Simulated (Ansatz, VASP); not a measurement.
**Two plane-wave programs on MgO**

The input INCAR:

```
SYSTEM = MgO
ALGO = Normal
EDIFF = 1E-6
ENCUT = 600
GGA = PS
GGA_COMPAT = .False.
ISIF = 2
ISMEAR = 0
LASPH = .True.
LCHARG = .False.
LREAL = .False.
LWAVE = .False.
NBANDS = 11
NELM = 120
PREC = Accurate
SIGMA = 0.05
```

File KPOINTS:

```
k-points
0
Gamma
  10 10 10
  0 0 0
```

Contents of POSCAR:

```
MgO
1.0
    0.0000000000      2.1056849099      2.1056849099
    2.1056849099      0.0000000000      2.1056849099
    2.1056849099      2.1056849099      0.0000000000
Mg O
1 1
Direct
    0.0000000000      0.0000000000      0.0000000000
    0.5000000000      0.5000000000      0.5000000000
```

Input for Ansatz:

```yaml
crystal:
  lattice:
    - [0.0, 2.1056849099, 2.1056849099]
    - [2.1056849099, 0.0, 2.1056849099]
    - [2.1056849099, 2.1056849099, 0.0]
  atoms:
    - { symbol: Mg, position: [0.0, 0.0, 0.0] }
    - { symbol: O, position: [0.5, 0.5, 0.5] }
basis:
  ecutwfc: 420
  ecutrho_ratio: 4
kpoints:
  mp_grid: { grid: [10, 10, 10] }
hamiltonian:
  xc: pbesol
scf:
  occupations: { method: gaussian, width: 0.05 }
output:
  forces: true
  stress: true
  eigenvalues: true
```

Alike in both runs: task single point; functional PBEsol; k mesh 10 × 10 × 10; occupations gaussian, width 0.05 eV; no spin polarisation.

```csv
,VASP,Ansatz
version,VASP 6.6.1,Ansatz 0.2.0
potentials or method,"VASP PAW PBE potentials, release 64 (Mg, O), cutoff 600 eV","scalar-relativistic, plane waves, PAW"
valence electrons in the cell,8,16
```

Ansatz gave:

```
gap on the k mesh at the Fermi level (eV) : 4.64
least direct gap on the mesh (eV)         : 4.64
pressure (GPa)                            : 0.3
```

Problem. What did VASP give for the same quantities?

Solution. gap on the k mesh at the Fermi level (eV): 4.64; least direct gap on the mesh (eV): 4.64; pressure (GPa): -0.4.

VASP's potentials were made for PBE, not for PBEsol. The functional is the same, so the differences come from potentials, cutoffs and numerics. VASP's potentials hold 8 valence electrons a cell and Ansatz's 16, so a difference there can come from the potentials and not from the codes.
